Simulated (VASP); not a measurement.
# SnO2 (Pnnm) in VASP: notebook

Runs on SnO2. Level: PBEsol. Tasks: single point.

Program: VASP 6.6.1. These are calculated values, not measurements. Logs are shortened: lines on timing, memory, paths and dates and some standing lists are left out, and cuts for length are marked.

**1. The cell of the first run**

It takes space group Pnnm (No. 58, orthorhombic). The conventional cell has a = 4.769 Å, b = 4.769 Å, c = 3.211 Å, α = 90.00°, β = 90.00°, γ = 90.00°. Within 2.8 Å of Sn (site symmetry 2/m) lie 6 O at 2.10 to 2.11 Å. O (site symmetry m) has 3 Sn at 2.10 to 2.11 Å and 2 O at 2.68 to 2.73 Å within 2.8 Å.

**2. Single point, PBEsol**

File INCAR:

```
SYSTEM = SnO2
PREC = Accurate
ENCUT = 520
EDIFF = 1E-6
ISMEAR = 0
SIGMA = 0.05
LREAL = .FALSE.
LASPH = .TRUE.
NELM = 60
ALGO = Normal
ISIF = 2
LWAVE = .FALSE.
LCHARG = .FALSE.
GGA = PS
NBANDS = 35
```

File KPOINTS:

```
regular mesh
0
G
  6 6 8
  0 0 0
```

File POSCAR:

```
SnO2
1.0
    4.7687243422      0.0000000000      0.0000000000
    0.0000000000      4.7687243422      0.0000000000
    0.0000000000      0.0000000000      3.2113691866
Sn O
2 4
Direct
    0.0000000000      0.0000000000      0.0000000000
    0.5000000000      0.5000000000      0.5000000000
    0.2471788033      0.3654173315      0.0000000000
    0.2528211967      0.8654173315      0.5000000000
    0.7528211967      0.6345826685      0.0000000000
    0.7471788033      0.1345826685      0.5000000000
```

Potentials or basis: VASP PAW PBE potentials, release 64 (Sn_d, O).

Command:

```sh
cat potpaw_PBE.64/Sn_d/POTCAR potpaw_PBE.64/O/POTCAR > POTCAR
mpirun -np 1 vasp_std > vasp.out
```

OUTCAR:

```text
SYSTEM = SnO2
   PREC = Accurate
   ENCUT = 520
   EDIFF = 1E-6
   ISMEAR = 0
   LREAL = .FALSE.
   LASPH = .TRUE.
   NELM = 60
   ISIF = 2
   GGA = PS

 ion  position               nearest neighbor table
   1  0.000  0.000  0.000-   3 2.10   5 2.10   4 2.11   6 2.11   4 2.11   6 2.11   2 3.73   2 3.73
                             2 3.73   2 3.73   2 3.73   2 3.73   2 3.73   2 3.73
   2  0.500  0.500  0.500-   4 2.10   6 2.10   5 2.11   3 2.11   3 2.11   5 2.11   1 3.73   1 3.73
                             1 3.73   1 3.73   1 3.73   1 3.73   1 3.73   1 3.73
   3  0.247  0.365  0.000-   1 2.10   2 2.11   2 2.11
   4  0.253  0.865  0.500-   2 2.10   1 2.11   1 2.11
   5  0.753  0.635  0.000-   1 2.10   2 2.11   2 2.11
   6  0.747  0.135  0.500-   2 2.10   1 2.11   1 2.11

  LATTYP: Found a simple tetragonal cell.
 ALAT       =     4.7687243422
 C/A-ratio  =     0.6734231120

  Lattice vectors:

 A1 = (   4.7687243422,   0.0000000000,   0.0000000000)
 A2 = (   0.0000000000,   4.7687243422,   0.0000000000)
 A3 = (   0.0000000000,   0.0000000000,   3.2113691866)

Analysis of symmetry for initial positions (statically):
=====================================================================
 Subroutine PRICEL returns:
 Original cell was already a primitive cell.

 Routine SETGRP: Setting up the symmetry group for a
 simple tetragonal supercell.

 Subroutine GETGRP returns: Found  8 space group operations
 (whereof  4 operations were pure point group operations)
 out of a pool of 16 trial point group operations.

The static configuration has the point symmetry C_2h.
 The point group associated with its full space group is D_2h.

Analysis of symmetry for dynamics (positions and initial velocities):
=====================================================================
 Subroutine PRICEL returns:
 Original cell was already a primitive cell.

 Routine SETGRP: Setting up the symmetry group for a
 simple tetragonal supercell.

 Subroutine GETGRP returns: Found  8 space group operations
 (whereof  4 operations were pure point group operations)
 out of a pool of 16 trial point group operations.

The dynamic configuration has the point symmetry C_2h.
 The point group associated with its full space group is D_2h.

 Subroutine INISYM returns: Found  8 space group operations
 (whereof  4 operations are pure point group operations),
 and found     1 'primitive' translations

----------------------------------------------------------------------------------------

                                     Primitive cell

  volume of cell :      73.0289

  direct lattice vectors                    reciprocal lattice vectors
     4.768724342  0.000000000  0.000000000     0.209699687  0.000000000  0.000000000
     0.000000000  4.768724342  0.000000000     0.000000000  0.209699687  0.000000000
     0.000000000  0.000000000  3.211369187     0.000000000  0.000000000  0.311393659

  length of vectors
     4.768724342  4.768724342  3.211369187     0.209699687  0.209699687  0.311393659

  position of ions in fractional coordinates (direct lattice)
     0.000000000  0.000000000  0.000000000
     0.500000000  0.500000000  0.500000000
     0.247178803  0.365417331  0.000000000
     0.252821197  0.865417331  0.500000000
     0.752821197  0.634582669  0.000000000
     0.747178803  0.134582669  0.500000000

  ion indices of the primitive-cell ions
   primitive index   ion index
                 1           1
                 2           2
                 3           3
                 4           4
                 5           5
                 6           6

----------------------------------------------------------------------------------------

 KPOINTS: regular mesh

Automatic generation of k-mesh.
 Grid dimensions read from file:
 generate k-points for:    6    6    8

 Generating k-lattice:

  Cartesian coordinates                     Fractional coordinates (reciprocal lattice)
     0.034949948  0.000000000  0.000000000     0.166666667  0.000000000  0.000000000
     0.000000000  0.034949948  0.000000000     0.000000000  0.166666667  0.000000000
     0.000000000  0.000000000  0.038924207     0.000000000  0.000000000  0.125000000

  Length of vectors
     0.034949948  0.034949948  0.038924207

  Shift w.r.t. Gamma in fractional coordinates (k-lattice)
     0.000000000  0.000000000  0.000000000

 Subroutine IBZKPT returns following result:
 ===========================================

 Found     80 irreducible k-points:

 Following reciprocal coordinates:
            Coordinates               Weight
  0.000000  0.000000  0.000000      1.000000
  0.166667  0.000000  0.000000      2.000000
  0.000000  0.166667  0.000000      2.000000
  0.333333  0.000000  0.000000      2.000000
  0.000000  0.333333  0.000000      2.000000
  0.500000  0.000000  0.000000      1.000000
[... 16 lines left out ...]
  0.000000  0.500000  0.125000      2.000000
  0.166667  0.166667  0.125000      8.000000
 [... further k-points ...]
   k-points           NKPTS =     80   k-points in BZ     NKDIM =     80   number of bands    NBANDS=     35
   number of dos      NEDOS =    301   number of ions     NIONS =      6
   total plane-waves  NPLWV =  31104
   dimension x,y,z NGX =    36 NGY =   36 NGZ =   24
   dimension x,y,z NGXF=    72 NGYF=   72 NGZF=   48
   ions per type =               2   4
   NGX,Y,Z   is equivalent  to a cutoff of  12.55, 12.55, 12.42 a.u.
   NGXF,Y,Z  is equivalent  to a cutoff of  25.10, 25.10, 24.85 a.u.
 SYSTEM =  SnO2
   PREC   = accura    normal or accurate (medium, high low for compatibility)
   ISTART =      0    job   : 0-new  1-cont  2-samecut
   ICHARG =      2    charge: 1-file 2-atom 10-const
   ISPIN  =      1    spin polarized calculation?
   LNONCOLLINEAR =      F non collinear calculations
   LSORBIT =      F    spin-orbit coupling
   LASPH  =      T    aspherical Exc in radial PAW
   ENCUT  =  520.0 eV  38.22 Ry    6.18 a.u.   8.87  8.87  5.97*2*pi/ulx,y,z
   NELM   =     60;   NELMIN=  2; NELMDL= -5     # of ELM steps
   EDIFF  = 0.1E-05   stopping-criterion for ELM
   LREAL  =      F    real-space projection
   EDIFFG = 0.1E-04   stopping-criterion for IOM
   NSW    =      0    number of steps for IOM
   IBRION =     -1    ionic relax: 0-MD 1-quasi-New 2-CG
   NFREE  =      0    steps in history (QN), initial steepest desc. (CG)
   ISIF   =      2    stress and relaxation
   ISYM   =      2    0-nonsym 1-usesym 2-fastsym
   POTIM  = 0.5000    time-step for ionic-motion
   TEBEG  =    0.0;   TEEND  =   0.0 temperature during run
   PSTRESS=    0.0 pullay stress
   NELECT =      52.0000    total number of electrons
   NUPDOWN=      -1.0000    fix difference up-down
   EMIN   =  10.00;   EMAX   =-10.00  energy-range for DOS
   EFERMI =   0.00;   METHOD = LEGACY
   ISMEAR =     0;   SIGMA  =   0.05  broadening in eV -4-tet -1-fermi 0-gaus
   EFERMI_NEDOS =   21; number of points for ismear=-14 and -15
   IALGO  =     38    algorithm
   IMIX   =      4    mixing-type and parameters
     AMIX     =   0.40;   BMIX     =  1.00
     AMIX_MAG =   1.60;   BMIX_MAG =  1.00
  volume/ion in A,a.u.               =      12.17        82.14
  Fermi-wavevector in a.u.,A,eV,Ry     =   1.461878  2.762548 29.076828  2.137087
  Thomas-Fermi vector in A             =   2.578157
   LORBIT       =      0    0 simple, 1 ext, 2 COOP (PROOUT), +10 PAW based schemes
   GGA     = PS    functional components
   LHFCALC =     F    Hartree Fock is set to
   AEXX    =    0.0000 exact exchange contribution
   IVDW    =     0    specifies the selected vdW correction
   LEPSILON=     F    determine dielectric tensor
   LRPA    =     F    only Hartree local field effects (RPA)
 non-spin polarized calculation
 Gauss-broadening in eV      SIGMA  =   0.05
  energy-cutoff  :      520.00
  volume of cell :       73.03
 maximum number of plane-waves:      1994
   NGX = 17   NGY = 17   NGZ = 11

 number of electron      52.0000017 magnetization

 Free energy of the ion-electron system (eV)
  ---------------------------------------------------
  ext. energy  EPLUGINS =         0.00000000
  ---------------------------------------------------
  free energy    TOTEN  =       -39.28095680 eV

  energy without entropy =      -39.28095680  energy(sigma->0) =      -39.28095680

 E-fermi :   5.9111     XC(G=0): -11.4978

 val. band max:        5.6089107219   @ k =   0.3333   0.0000   0.0000
 cond. band min:       6.7330586886   @ k =   0.0000   0.0000   0.0000
 fundamental gap:      1.1241479666
 Fermi energy:         5.9110922548

 k-point     1 :       0.0000    0.0000    0.0000
  band No.  band energies     occupation
      1     -15.0811      2.00000
      2     -14.4281      2.00000
      3     -14.2597      2.00000
      4     -14.2166      2.00000
      5     -14.2003      2.00000
      6     -14.1436      2.00000
[... 27 lines left out ...]
     34      17.2814      0.00000
     35      17.6328      0.00000

 k-point     2 :       0.1667    0.0000    0.0000
  band No.  band energies     occupation
      1     -15.0415      2.00000
      2     -14.4649      2.00000
      3     -14.2573      2.00000
      4     -14.2141      2.00000
      5     -14.1997      2.00000
      6     -14.1723      2.00000
[... 27 lines left out ...]
     34      17.1559      0.00000
     35      18.2161      0.00000

 k-point     3 :       0.0000    0.1667    0.0000
  band No.  band energies     occupation
      1     -15.0433      2.00000
      2     -14.4675      2.00000
      3     -14.2585      2.00000
      4     -14.2138      2.00000
      5     -14.1996      2.00000
      6     -14.1740      2.00000
[... 27 lines left out ...]
     34      17.4729      0.00000
     35      17.7429      0.00000

 k-point     4 :       0.3333    0.0000    0.0000
  band No.  band energies     occupation
      1     -14.9290      2.00000
      2     -14.5872      2.00000
      3     -14.2504      2.00000
      4     -14.2151      2.00000
      5     -14.2080      2.00000
      6     -14.1993      2.00000
[... 27 lines left out ...]
     34      17.7785      0.00000
     35      18.4196      0.00000

 k-point     5 :       0.0000    0.3333    0.0000
  band No.  band energies     occupation
      1     -14.9349      2.00000
      2     -14.5948      2.00000
      3     -14.2542      2.00000
      4     -14.2198      2.00000
      5     -14.2073      2.00000
      6     -14.1990      2.00000
[... 638 lines left out ...]
 k-point    22 :       0.5000    0.0000    0.1250
  band No.  band energies     occupation
      1     -14.7406      2.00000
      2     -14.7406      2.00000
      3     -14.3177      2.00000
      4     -14.3177      2.00000
      5     -14.1899      2.00000
      6     -14.1899      2.00000
[... 27 lines left out ...]
     34      17.3777      0.00000
     35      18.7784      0.00000

 k-point    23 :       0.0000    0.5000    0.1250
  band No.  band energies     occupation
      1     -14.7432      2.00000
      2     -14.7432      2.00000
      3     -14.3233      2.00000
      4     -14.3233      2.00000
      5     -14.1858      2.00000
      6     -14.1858      2.00000
[... 27 lines left out ...]
     34      17.3684      0.00000
     35      17.9370      0.00000

 k-point    24 :       0.1667    0.1667    0.1250
  band No.  band energies     occupation
      1     -14.9553      2.00000
      2     -14.4833      2.00000
      3     -14.3276      2.00000
      4     -14.3116      2.00000
      5     -14.2269      2.00000
      6     -14.1570      2.00000
[... 27 lines left out ...]
     34      17.0916      0.00000
     35      18.3633      0.00000

 [... further k-points ...]

------------------------ aborting loop because EDIFF is reached ----------------------------------------

  FORCE on cell =-STRESS in cart. coord.  units (eV):
  Direction    XX          YY          ZZ          XY          YZ          ZX
  --------------------------------------------------------------------------------------
  -------------------------------------------------------------------------------------
  Total       -2.8903649     -1.6881622     -2.6515976     -0.0000000      0.0000000      0.0000000
  in kB      -63.4115807    -37.0365128    -58.1732773     -0.0000000      0.0000000      0.0000000
  external PRESSURE =     -52.8737903 kB  Pullay stress =       0.0000000 kB

 VOLUME and BASIS-vectors are now :
 -----------------------------------------------------------------------------
  energy-cutoff  :      520.00
  volume of cell :       73.03
      direct lattice vectors                 reciprocal lattice vectors
     4.768724342  0.000000000  0.000000000     0.209699687  0.000000000  0.000000000
     0.000000000  4.768724342  0.000000000     0.000000000  0.209699687  0.000000000
     0.000000000  0.000000000  3.211369187     0.000000000  0.000000000  0.311393659

 POSITION                                       TOTAL-FORCE (eV/Angst)
 -----------------------------------------------------------------------------------
      0.00000      0.00000      0.00000         0.000000     -0.000000      0.000000
      2.38436      2.38436      1.60568         0.000000     -0.000000      0.000000
      1.17873      1.74257      0.00000         0.790515     -0.249910     -0.000000
      1.20563      4.12694      1.60568        -0.790515     -0.249910      0.000000
      3.59000      3.02615      0.00000        -0.790515      0.249910      0.000000
      3.56309      0.64179      1.60568         0.790515      0.249910     -0.000000
 -----------------------------------------------------------------------------------
    total drift:                                0.000000      0.000000     -0.000000

  FREE ENERGIE OF THE ION-ELECTRON SYSTEM (eV)
  ---------------------------------------------------
  free  energy   TOTEN  =       -39.2809567960 eV

  energy  without entropy=      -39.2809567960  energy(sigma->0) =      -39.28095680
```

It took 2 min on 1 thread of Intel Xeon Platinum 8259CL at 2.50GHz (Skylake/Cascade Lake), shared host; peak memory 0.28 GiB.

What came out:

```
Free energy            : -39.2810 eV
Pressure               : -5.3 GPa
Largest force          : 0.829 eV/Å
Band gap on the k mesh : 1.12 eV, indirect (least direct gap 1.19 eV)
```

Forces on the atoms (eV/Å):
```
Sn   0.000  0.000  0.000
Sn   0.000  0.000  0.000
O    0.791 -0.250  0.000
O   -0.791 -0.250  0.000
O   -0.791  0.250  0.000
O    0.791  0.250  0.000
```

Caveat: the PAW data sets were made with another functional, which shifts forces and pressure a little; spin-orbit coupling is left out, which moves the levels of the heavy elements. A k mesh can miss the band edges.

**3. Single point, PBEsol**

This run uses another cell than the first one, of 12.48 Å³/atom, 1.025 times its volume.

File INCAR:

```
SYSTEM = SnO2
ALGO     = Normal         ! electronic algorithm
EDIFF    = 1E-6           ! SCF threshold, eV
ENCUT    = 520            ! plane-wave cutoff, eV
GGA      = PS             ! functional
ISIF     = 2              ! what is computed and relaxed
ISMEAR   = 0              ! smearing method
LASPH    = .TRUE.         ! aspherical terms in the spheres
LCHARG   = .FALSE.        ! write CHGCAR
LREAL    = .FALSE.        ! projectors in reciprocal space
LWAVE    = .FALSE.        ! write WAVECAR
NBANDS   = 35             ! bands
NELM     = 60             ! most SCF steps
PREC     = Accurate       ! precision mode
SIGMA    = 0.05           ! smearing width, eV
```

File KPOINTS:

```
k-points
0
G
  6 6 8
  0 0 0
```

File POSCAR:

```
SnO2
1.0
    4.8083047542      0.0000000000      0.0000000000
    0.0000000000      4.8083047542      0.0000000000
    0.0000000000      0.0000000000      3.2380235508
Sn O
2 4
Direct
    0.0000000000      0.0000000000      0.0000000000
    0.5000000000      0.5000000000      0.5000000000
    0.2767458494      0.3358502854      0.0000000000
    0.2232541506      0.8358502854      0.5000000000
    0.7232541506      0.6641497146      0.0000000000
    0.7767458494      0.1641497146      0.5000000000
```

Potentials or basis: VASP PAW PBE potentials, release 64 (Sn_d, O).

Command:

```sh
cat potpaw_PBE.64/Sn_d/POTCAR potpaw_PBE.64/O/POTCAR > POTCAR
mpirun -np 1 vasp_std > vasp.out
```

Wall time 2 min (1 thread of Intel Xeon Platinum 8259CL at 2.50GHz (Skylake/Cascade Lake), shared host); peak memory 0.29 GiB.

The run converged. Its results:

| Quantity | Value |
| --- | --- |
| Free energy | -39.5744 eV |
| Pressure | -5.6 GPa |
| Largest force | 0.273 eV/Å |
| Band gap on the k mesh | 0.94 eV, indirect (least direct gap 1.02 eV) |

Forces in eV/Å, atoms in the order of the input:
```
Sn   0.000  0.000  0.000
Sn   0.000  0.000  0.000
O    0.269 -0.050  0.000
O   -0.269 -0.050  0.000
O   -0.269  0.050  0.000
O    0.269  0.050  0.000
```

Stress tensor (GPa, compression positive):
```
-6.34  0.00  0.00
 0.00 -4.20  0.00
 0.00  0.00 -6.38
```

Levels at points of the mesh, in eV from the valence-band top:
| k point | band 23 | band 24 | band 25 | band 26 | band 27 | band 28 | band 29 | band 30 |
| --- | --- | --- | --- | --- | --- | --- | --- | --- |
| (0.00, 0.00, 0.00) | -0.95 | -0.53 | -0.39 | -0.08 | 0.94 | 5.70 | 6.08 | 6.23 |
| (0.50, 0.00, 0.00) | -0.99 | -0.99 | -0.19 | -0.19 | 3.79 | 3.79 | 6.41 | 6.41 |
| (0.00, 0.50, 0.00) | -1.00 | -1.00 | -0.51 | -0.51 | 4.14 | 4.14 | 7.29 | 7.29 |
| (0.50, 0.50, 0.00) | -1.14 | -1.14 | -0.57 | -0.57 | 4.43 | 4.43 | 7.14 | 7.14 |
| (0.00, 0.00, 0.50) | -1.39 | -1.39 | -0.84 | -0.84 | 5.62 | 5.62 | 9.31 | 9.31 |
| (0.50, 0.00, 0.50) | -0.72 | -0.72 | -0.68 | -0.68 | 5.96 | 5.96 | 7.82 | 7.82 |
| (0.00, 0.50, 0.50) | -1.00 | -1.00 | -0.42 | -0.42 | 5.77 | 5.77 | 7.40 | 7.40 |
| (0.50, 0.50, 0.50) | -0.75 | -0.75 | -0.48 | -0.48 | 4.42 | 4.42 | 8.69 | 8.69 |

Caveat: the PAW data sets were made with another functional, which shifts forces and pressure a little; spin-orbit coupling is left out, which moves the levels of the heavy elements. PBEsol gaps usually lie below the measured ones, often by a third to a half.
